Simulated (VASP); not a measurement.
# Li32BeH32 (a cell with a defect): relaxation of the atoms with PBEsol

System: Li32BeH32 (a cell with a defect).

```
CELL_PARAMETERS angstrom
7.95994 0.00000 0.00000
0.00000 7.95994 0.00000
0.00000 0.00000 7.95994
ATOMIC_POSITIONS crystal
H 0.25006 0.99870 0.99746
H 0.25007 0.00348 0.50274
H 0.25139 0.49889 0.99854
H 0.24804 0.49945 0.49577
H 0.75016 0.00106 0.99653
H 0.74765 0.99866 0.50218
H 0.74818 0.50308 0.99738
H 0.75149 0.49955 0.50114
H 0.99977 0.24685 0.99842
H 0.99860 0.24564 0.49833
H 0.00421 0.75122 0.00597
H 0.99888 0.74803 0.50026
H 0.50251 0.25113 0.99686
H 0.50054 0.24728 0.49358
H 0.50293 0.75005 0.99881
H 0.50367 0.74903 0.50043
H 0.99837 0.99739 0.25110
H 0.99861 0.99777 0.75208
H 0.00258 0.49762 0.24809
H 0.00166 0.49772 0.75159
H 0.50157 0.00213 0.24960
H 0.50119 0.00311 0.75777
H 0.50337 0.49824 0.24898
H 0.50155 0.50069 0.74909
H 0.25149 0.24628 0.24905
H 0.25141 0.25120 0.75193
H 0.25073 0.75015 0.24476
H 0.25212 0.74932 0.75431
H 0.75277 0.24737 0.25215
H 0.75559 0.25448 0.75074
H 0.74616 0.74559 0.24717
H 0.74705 0.74867 0.74605
Li 0.00013 0.00100 0.00192
Li 0.00034 0.99977 0.50195
Li 0.00059 0.49957 0.00461
Li 0.99886 0.49816 0.49805
Li 0.50172 0.99953 0.99957
Li 0.49986 0.99768 0.50657
Li 0.49817 0.50001 0.99928
Li 0.50222 0.50170 0.49980
Li 0.25263 0.24972 0.00065
Li 0.25140 0.25066 0.49869
Li 0.25250 0.75343 0.00206
Li 0.24912 0.74712 0.50179
Li 0.75013 0.24773 0.00132
Li 0.75091 0.25413 0.49936
Li 0.74885 0.74688 0.00437
Li 0.74788 0.74643 0.49925
Li 0.25343 0.00379 0.25239
Li 0.25522 0.99885 0.74816
Li 0.24873 0.50372 0.24996
Li 0.24605 0.50294 0.75341
Li 0.74852 0.99837 0.25110
Li 0.75042 0.00242 0.74915
Li 0.74795 0.49703 0.25088
Li 0.75405 0.49772 0.74797
Li 0.00169 0.25046 0.25328
Li 0.00183 0.24933 0.74940
Li 0.99841 0.75209 0.25058
Li 0.99836 0.74980 0.75093
Li 0.49896 0.24998 0.25091
Li 0.49977 0.24802 0.74377
Li 0.50350 0.75364 0.24920
Li 0.50292 0.75076 0.75190
Be 0.37496 0.37564 0.37028
```

| Property | Result |
| --- | --- |
| Program | VASP 6.6.1 |
| Task | relaxation of the atoms |
| Functional | PBEsol |
| Potentials or basis | VASP PAW PBE potentials, release 64 (H, Li_sv, Be) |
| Cutoff | 650 eV |
| k mesh | 1 × 1 × 1, shifted |
| Occupations | fermi-dirac, width 0.05 eV |
| Spin | no spin polarisation |
| Dipole correction | no |
| Charge | 2 |
| Further INCAR settings | LREAL = Auto; ALGO = Normal; EDIFF = 1e-07; ISYM = 0; IBRION = 2; EDIFFG = -0.03; NSW = 100; NELECT = 128.0 |

* Energy gained by relaxing: 79.1 meV/atom
* Ionic steps: 15
* Largest force after relaxing: 0.017 eV/Å

Forces in eV/Å, atoms in the order of the input:
```
H   -0.001 -0.005 -0.003
H   -0.001  0.003 -0.006
H   -0.002  0.000  0.001
H    0.001 -0.001  0.006
H    0.002 -0.004 -0.008
H   -0.001  0.000 -0.005
H   -0.002  0.004  0.002
H    0.000  0.004  0.004
H   -0.001  0.005 -0.001
H    0.001  0.002 -0.002
H   -0.001  0.007 -0.005
H    0.002  0.001 -0.002
H   -0.003 -0.003  0.004
H    0.001 -0.004  0.003
H   -0.003 -0.002  0.003
H    0.004  0.000 -0.001
H    0.003  0.003 -0.002
H   -0.004 -0.002  0.001
H    0.002  0.004  0.001
H    0.001 -0.002 -0.004
H   -0.002 -0.003 -0.003
H   -0.006  0.000  0.002
H    0.001 -0.001  0.008
H    0.002  0.000  0.000
H   -0.010 -0.008  0.002
H    0.000 -0.004  0.000
H   -0.003 -0.005 -0.004
H    0.003 -0.002 -0.004
H    0.000  0.003  0.002
H   -0.002  0.002  0.000
H   -0.001 -0.002  0.001
H   -0.001  0.006  0.000
Li   0.005  0.004 -0.003
Li  -0.001  0.001 -0.004
Li  -0.001  0.005 -0.006
Li   0.009  0.002  0.004
Li  -0.006 -0.007  0.003
Li   0.004  0.005 -0.002
Li   0.000  0.001  0.007
Li  -0.005 -0.006 -0.002
Li  -0.004 -0.001  0.005
Li   0.003  0.009 -0.004
Li   0.002 -0.007 -0.003
Li  -0.003 -0.008 -0.001
Li   0.001  0.000  0.002
Li  -0.006  0.002  0.003
Li  -0.001 -0.002  0.000
Li   0.003  0.002  0.003
Li  -0.002  0.001 -0.005
Li   0.003 -0.004  0.003
Li   0.008 -0.014  0.006
Li   0.001 -0.002 -0.009
Li   0.008 -0.003  0.000
Li   0.007  0.000  0.000
Li  -0.004  0.004  0.002
Li   0.000  0.000  0.005
Li   0.003  0.004 -0.004
Li  -0.005  0.001  0.001
Li   0.001  0.004 -0.001
Li   0.000  0.003 -0.003
Li  -0.008  0.010  0.009
Li  -0.001 -0.009 -0.005
Li   0.003 -0.004  0.000
Li  -0.001  0.003  0.000
Be   0.006  0.009  0.013
```

The path:
```tsv
step	energy change (eV)	largest force (eV/Å)	pressure (GPa)
1	0.0000	4.6164	-1.69
2	-3.5335	1.7966	-1.98
3	-4.8049	0.6060	-1.51
4	-4.8175	0.5842	-1.58
5	-4.9904	0.2722	-1.51
6	-5.0554	0.7933	-1.38
7	-5.1055	0.3098	-1.40
8	-5.1056	0.2745	-1.40
9	-5.1233	0.0977	-1.46
10	-5.1273	0.1229	-1.50
11	-5.1338	0.0635	-1.50
12	-5.1359	0.1872	-1.50
13	-5.1380	0.1166	-1.49
14	-5.1383	0.0346	-1.50
15	-5.1392	0.0171	-1.49
```

Final structure:
```
CELL_PARAMETERS angstrom
7.95994 0.00000 0.00000
0.00000 7.95994 0.00000
0.00000 0.00000 7.95994
ATOMIC_POSITIONS crystal
H 0.25274 0.00400 0.00430
H 0.24976 0.99532 0.50181
H 0.24962 0.50111 0.99563
H 0.27114 0.47878 0.47709
H 0.74986 0.00058 0.00137
H 0.74689 0.00314 0.49875
H 0.74694 0.49754 0.00356
H 0.75486 0.50020 0.50079
H 0.00453 0.25133 0.00398
H 0.99625 0.24853 0.50125
H 0.00135 0.74866 0.00151
H 0.00415 0.74571 0.49857
H 0.50214 0.24888 0.99505
H 0.47943 0.27098 0.47797
H 0.49889 0.74626 0.00369
H 0.50122 0.75410 0.50127
H 0.00416 0.00317 0.25258
H 0.00151 0.00043 0.74984
H 0.99557 0.50049 0.24908
H 0.00421 0.49790 0.74661
H 0.50187 0.99508 0.24951
H 0.49907 0.00357 0.74637
H 0.47974 0.47886 0.26908
H 0.50127 0.50080 0.75445
H 0.27158 0.27004 0.26905
H 0.24982 0.24930 0.75482
H 0.24966 0.75526 0.24953
H 0.25233 0.74636 0.74683
H 0.75560 0.24831 0.24904
H 0.74708 0.25154 0.74621
H 0.74667 0.74584 0.25215
H 0.74990 0.74862 0.74951
Li 0.00088 0.99973 0.00115
Li 0.99456 0.99352 0.50190
Li 0.99426 0.50069 0.99436
Li 0.99247 0.49898 0.49951
Li 0.50210 0.99397 0.99376
Li 0.50020 0.99163 0.50010
Li 0.50029 0.49939 0.99234
Li 0.53196 0.53125 0.53162
Li 0.25133 0.25041 0.99274
Li 0.21914 0.21816 0.53223
Li 0.24955 0.75656 0.99435
Li 0.25094 0.75807 0.50006
Li 0.75692 0.24863 0.99367
Li 0.75883 0.24957 0.49958
Li 0.75029 0.74957 0.00038
Li 0.75627 0.75518 0.50141
Li 0.25116 0.99264 0.25107
Li 0.24948 0.99410 0.75633
Li 0.21789 0.53311 0.21800
Li 0.25072 0.49982 0.75886
Li 0.75645 0.99345 0.24941
Li 0.75035 0.99984 0.75011
Li 0.75817 0.49881 0.25029
Li 0.75661 0.50088 0.75549
Li 0.99299 0.24989 0.25035
Li 0.99494 0.24858 0.75624
Li 0.99411 0.75572 0.24946
Li 0.00071 0.74942 0.75032
Li 0.53343 0.21710 0.21749
Li 0.50041 0.25074 0.75812
Li 0.49995 0.75787 0.25047
Li 0.50187 0.75537 0.75603
Be 0.37539 0.37452 0.37299
```

Levels at points of the mesh, in eV from the Fermi level:
| k point | band 62 | band 63 | band 64 | band 65 | band 66 | band 67 |
| --- | --- | --- | --- | --- | --- | --- |
| (0.25, 0.25, 0.25) | -1.25 | -1.24 | -1.24 | 2.98 | 3.13 | 3.15 |

Run time: 2.8 h on 1 thread of Intel Xeon 8259CL (shared host), peak memory 0.88 GiB.

Caveat: the cell carries a net charge on a neutralising background, which shifts energy and pressure; the cell is charged against a uniform background, so pressure and absolute levels hang on convention; the PAW data sets were made with another functional, which shifts forces and pressure a little.
